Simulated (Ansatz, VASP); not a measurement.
# One calculation of Pt, two programs

Contents of INCAR:

```
SYSTEM = Pt
ALGO     = Normal         ! electronic algorithm
EDIFF    = 1E-6           ! SCF threshold, eV
ENCUT    = 520            ! plane-wave cutoff, eV
GGA      = PE             ! functional
ISIF     = 2              ! what is computed and relaxed
ISMEAR   = 0              ! smearing method
LASPH    = .TRUE.         ! aspherical terms in the spheres
LCHARG   = .FALSE.        ! write CHGCAR
LREAL    = .FALSE.        ! projectors in reciprocal space
LWAVE    = .FALSE.        ! write WAVECAR
NBANDS   = 17             ! bands
NELM     = 80             ! most SCF steps
PREC     = Accurate       ! precision mode
SIGMA    = 0.1            ! smearing width, eV
```

File KPOINTS:

```
k-points
0
G
  4 4 6
  0 0 0
```

POSCAR

```
Pt
1.0
    2.6836308800     -2.7811111200      0.0000000000
    2.6836308800      2.7811111200      0.0000000000
    0.0000000000      0.0000000000      3.5619719700
Pt
2
Direct
    0.7500000000      0.2500000000      0.6313953000
    0.2500000000      0.7500000000      0.3686047000
```

Input for Ansatz:

```yaml
crystal:
  lattice:
    - [2.68363088, -2.78111112, 0.0]
    - [2.68363088, 2.78111112, 0.0]
    - [0.0, 0.0, 3.56197197]
  atoms:
    - { symbol: Pt, position: [0.75, 0.25, 0.6313953] }
    - { symbol: Pt, position: [0.25, 0.75, 0.3686047] }
basis:
  ecutwfc: 420
kpoints:
  mp_grid: { grid: [4, 4, 6] }
hamiltonian:
  xc: pbe
scf:
  occupations: { method: gaussian, width: 0.1 }
  lower_state_search: "off"
output:
  forces: true
  stress: true
  eigenvalues: true
```

Alike in both runs: task single point; functional PBE; k mesh 4 × 4 × 6; occupations gaussian, width 0.1 eV; no spin polarisation.

|  | VASP | Ansatz |
| --- | --- | --- |
| version | VASP 6.6.1 | Ansatz 0.2.0 |
| potentials or method | VASP PAW PBE potentials, release 64 (Pt), cutoff 520 eV | scalar-relativistic, plane waves, PAW |
| valence electrons in the cell | 20 | 36 |

|  | VASP | Ansatz | Ansatz less VASP |
| --- | --- | --- | --- |
| gap on the k mesh at the Fermi level (eV) | none | none | - |
| pressure (GPa) | -23.9 | -23.9 | +0.04 |
| traceless stress, the component that is largest in VASP (GPa) | 4.02 | 4.01 | -0.010 |
| rms of the force components (eV/Å) | 0.584 | 0.582 | -0.0014 |

Atom by atom the forces differ by 0.001 eV/Å (rms over components). A gap of «none» marks a metal or a gap that the smearing closes. VASP's potentials hold 20 valence electrons a cell and Ansatz's 36, so a difference there can come from the potentials and not from the codes.

The k mesh is coarse, so the values compare programs but aren't converged. Spin-orbit coupling is off throughout.
